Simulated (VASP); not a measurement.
Here is a VASP 6.6.1 calculation.

Contents of INCAR:

```
  PREC = Accurate
  ENCUT = 520
  EDIFF = 1E-6
  ISMEAR = 0
  SIGMA = 0.1
  LREAL = False
  LASPH = True
  NELM = 100
  ALGO = Normal
  ISIF = 2
  LWAVE = False
  LCHARG = False
  LDIPOL = True
  IDIPOL = 3
  DIPOL = 0.5 0.5 0.502
  GGA = PE
  IVDW = 12
  NBANDS = 72
```

Contents of KPOINTS:

```
regular mesh
0
Gamma
  4 4 1
```

File POSCAR:

```
Pt
1.0
    5.5557316927      0.0000000000      0.0000000000
   -2.7778658463      4.8114047825      0.0000000000
    0.0000000000      0.0000000000     20.5362359316
Pt
12
Direct
    0.3333333333      0.1666666667      0.3895553220
    0.3333333333      0.6666666667      0.3895553220
    0.8333333333      0.1666666667      0.3895553220
    0.8333333333      0.6666666667      0.3895553220
    0.6666666667      0.3333333333      0.5015753322
    0.6666666667      0.8333333333      0.5015753322
    0.1666666667      0.3333333333      0.5015753322
    0.1666666667      0.8333333333      0.5015753322
    0.0000000000      0.5000000000      0.6135707261
    0.0000000000      0.0000000000      0.6135707261
    0.5000000000      0.5000000000      0.6135707261
    0.5000000000      0.0000000000      0.6135707261
```

Potentials or basis: VASP PAW PBE potentials, release 64 (Pt).

Launch:

```bash
$ cat potpaw_PBE.64/Pt/POTCAR > POTCAR
$ mpirun -np 1 vasp_std > vasp.out
```

Problem. Predict the dispersion energy per atom.

Solution. -0.511 eV.

Problem. Estimate the largest force.

Solution. 0.015 eV/Å.

Problem. What does it give for the band gap on the k mesh?

Solution. Zero (band 60 reaches 0.39 eV, above the bottom of band 61 at -0.27 eV).

Forces in eV/Å, atoms in the order of the input:
```
Pt   0.000  0.000  0.015
Pt   0.000  0.000  0.015
Pt   0.000  0.000  0.015
Pt   0.000  0.000  0.015
Pt   0.000  0.000 -0.003
Pt   0.000  0.000 -0.003
Pt   0.000  0.000 -0.003
Pt   0.000  0.000 -0.003
Pt   0.000  0.000 -0.011
Pt   0.000  0.000 -0.011
Pt   0.000  0.000 -0.011
Pt   0.000  0.000 -0.011
```

Caveat: spin-orbit coupling is left out, which moves the levels of the heavy elements.
